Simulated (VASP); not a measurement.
Set up this calculation in VASP 6.6.1, as the native input.

* Task: single point
* Functional: PBE
* Potentials or basis: VASP PAW PBE potentials, release 64 (Al, N, Lu)
* Cutoff: 520 eV
* k mesh: 6 × 6 × 6
* Occupations: gaussian, width 0.01 eV
* Spin: no spin polarisation
* Dipole correction: no
* Further INCAR settings: ALGO = Normal; EDIFF = 1e-07; NBANDS = 27

The structure of LuAlN2 lies in POSCAR:

```
LuAlN2
1.0
    3.1925457722      0.0000000000      0.0000000000
    0.0000000000      3.1925457722      0.0000000000
    0.0000000000      0.0000000000      4.5123089813
Al N Lu
1 2 1
Direct
    0.0000000000      0.0000000000      0.0000000000
    0.0000000000      0.0000000000      0.5000000000
    0.5000000000      0.5000000000      0.0000000000
    0.5000000000      0.5000000000      0.5000000000
```

These files were run (other wordings do the same):

INCAR

```
SYSTEM = LuAlN2
ALGO = Normal
EDIFF = 1E-7
ENCUT = 520
GGA = PE
ISIF = 2
ISMEAR = 0
LASPH = .TRUE.
LCHARG = .TRUE.
LELF = .TRUE.
LREAL = .FALSE.
LVHAR = .TRUE.
LWAVE = .FALSE.
NBANDS = 27
NELM = 100
PREC = Accurate
SIGMA = 0.01
```

KPOINTS

```
k-points
0
G
  6 6 6
  0 0 0
```

Potentials or basis: VASP PAW PBE potentials, release 64 (Al, N, Lu).

Command:

```bash
$ cat potpaw_PBE.64/Al/POTCAR potpaw_PBE.64/N/POTCAR potpaw_PBE.64/Lu/POTCAR > POTCAR
$ mpirun -np 1 vasp_std > vasp.out
```

Results of the run:

```json
{"Pressure": "0.8 GPa", "Band gap on the k mesh": "0.43 eV"}
```

Caveat: spin-orbit coupling is left out, which moves the levels of the heavy elements.

Wall time 100 s on 1 thread of Intel Xeon 8259CL, on a shared host, peak memory 0.2 GiB.
